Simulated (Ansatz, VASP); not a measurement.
**Al3GaN4: VASP beside Ansatz**

INCAR

```
SYSTEM = Al3GaN4
  PREC = Accurate
  ENCUT = 520
  EDIFF = 1E-7
  ISMEAR = 0
  SIGMA = 0.05
  LREAL = .False.
  LASPH = .True.
  NELM = 100
  ALGO = Normal
  ISIF = 2
  LWAVE = .False.
  LCHARG = .False.
  GGA = PS
  NBANDS = 31
```

Contents of KPOINTS:

```
regular mesh
0
Gamma
  6 8 4
  0 0 0
```

POSCAR

```
Al3GaN4
1.0
    5.0434079713      0.0000000000      0.0001149907
    0.0000000000      3.1300738974      0.0000000000
   -0.0032362569      0.0000000000      5.4179919474
Al Ga N
3 1 4
Direct
    0.5002300423      0.5000000000      0.1673295664
    0.0009207036      0.5000000000      0.8348055932
    0.0010880650      0.0000000000      0.3316926342
    0.4994217138      0.0000000000      0.6662009016
    0.1111724737      0.0000000000      0.6663292503
    0.1224543238      0.5000000000      0.1671578647
    0.6251234799      0.5000000000      0.8401923551
    0.6231881979      0.0000000000      0.3262928345
```

Input for Ansatz:

```yaml
crystal:
  lattice:
    - [5.0434079713, 0.0, 0.0001149907]
    - [0.0, 3.1300738974, 0.0]
    - [-0.0032362569, 0.0, 5.4179919474]
  atoms:
    - { symbol: Al, position: [0.5002300423, 0.5, 0.1673295664] }
    - { symbol: Al, position: [0.0009207036, 0.5, 0.8348055932] }
    - { symbol: Al, position: [0.001088065, 0.0, 0.3316926342] }
    - { symbol: Ga, position: [0.4994217138, 0.0, 0.6662009016] }
    - { symbol: "N", position: [0.1111724737, 0.0, 0.6663292503] }
    - { symbol: "N", position: [0.1224543238, 0.5, 0.1671578647] }
    - { symbol: "N", position: [0.6251234799, 0.5, 0.8401923551] }
    - { symbol: "N", position: [0.6231881979, 0.0, 0.3262928345] }
basis:
  ecutwfc: 420
kpoints:
  mp_grid: { grid: [6, 8, 4] }
hamiltonian:
  xc: pbesol
scf:
  occupations: { method: gaussian, width: 0.05 }
output:
  forces: true
  stress: true
  eigenvalues: true
  write_density: true
  write_potential: true
  elf: true
  volumetric_format: npy
```

Alike in both runs: task single point; functional PBEsol; k mesh 6 × 8 × 4; occupations gaussian, width 0.05 eV; no spin polarisation.

```csv
,VASP,Ansatz
version,VASP 6.6.1,Ansatz 0.2.0
potentials or method,"VASP PAW PBE potentials, release 64 (Al, Ga_d, N), cutoff 520 eV","scalar-relativistic, plane waves, PAW"
valence electrons in the cell,42,42
```

Ansatz gave:

| Property | Result |
| --- | --- |
| gap on the k mesh at the Fermi level (eV) | 3.48 |
| least direct gap on the mesh (eV) | 3.48 |
| pressure (GPa) | 0.0 |
| rms of the force components (eV/Å) | 0.001 |

Q: What did VASP give for the same quantities?

A: gap on the k mesh at the Fermi level (eV): 3.50; least direct gap on the mesh (eV): 3.50; pressure (GPa): -0.1; rms of the force components (eV/Å): 0.004.

VASP's potentials were made for PBE, not for PBEsol. Atom by atom the forces differ by 0.004 eV/Å (rms over components).
